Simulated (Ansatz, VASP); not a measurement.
**Two plane-wave programs on CdSn2**

```xyz
3
Lattice="-2.0122 2.0122 4.9569 2.0122 -2.0122 4.9569 2.0122 2.0122 -4.9569" Properties=species:S:1:pos:R:3 pbc="T T T"
Cd    0.0000    0.0000    0.0000
Sn    0.0000    0.0000    6.6202
Sn    0.0000    0.0000    3.2937
```

Alike in both runs: functional PBE; k mesh 16 × 16 × 16; occupations gaussian, width 0.1 eV; no spin polarisation.

Ansatz relaxed the structure, and its values are those at the end. VASP's run is a single point on that final structure, the one shown.

```csv
,VASP,Ansatz
version,VASP 6.6.1,Ansatz 0.2.0
potentials or method,"VASP PAW PBE potentials, release 64 (Cd, Sn_d), cutoff 520 eV","scalar-relativistic, plane waves, PAW"
valence electrons in the cell,40,48
```

|  | VASP | Ansatz | Ansatz less VASP |
| --- | --- | --- | --- |
| gap on the k mesh at the Fermi level (eV) | none | none | - |
| pressure (GPa) | 0.0 | 0.0 | -0.02 |

A gap of «none» marks a metal or a gap that the smearing closes. With one functional, cell and mesh, what is left measures potentials, basis and numerics. VASP's potentials hold 40 valence electrons a cell and Ansatz's 48, so a difference there can come from the potentials and not from the codes.
